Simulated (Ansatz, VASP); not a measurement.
## SnO2: VASP beside Ansatz

```
CELL_PARAMETERS angstrom
1.61709 0.93363 4.80059
-1.61709 0.93363 4.80059
0.00000 -1.86726 4.80059
ATOMIC_POSITIONS crystal
Sn 0.47681 0.47681 0.56503
O 0.23717 0.23717 0.23717
O 0.76283 0.76283 0.76283
```

Change from the starting cell: all Sn atoms moved +0.188 Å, as atom 1 towards its neighbour atom 2 (O) at 2.125 Å.

Alike in both runs: task single point; functional r2SCAN; k mesh 12 × 12 × 12; occupations gaussian, width 0.05 eV; no spin polarisation.

|  | VASP | Ansatz |
| --- | --- | --- |
| version | VASP 6.6.1 | Ansatz 0.2.0 |
| potentials or method | VASP PAW PBE potentials, release 64 (Sn_d, O), cutoff 520 eV | scalar-relativistic, plane waves, PAW |
| valence electrons in the cell | 26 | 26 |

```csv
,VASP,Ansatz,Ansatz less VASP
gap on the k mesh at the Fermi level (eV),2.35,2.36,+0.011
least direct gap on the mesh (eV),2.48,2.49,+0.008
pressure (GPa),-2.9,-3.8,-0.97
"traceless stress, the component that is largest in VASP (GPa)",4.98,4.63,-0.353
rms of the force components (eV/Å),1.416,1.378,-0.0375
```

VASP's potentials were made for PBE, not for r2SCAN. Atom by atom the forces differ by 0.062 eV/Å (rms over components).
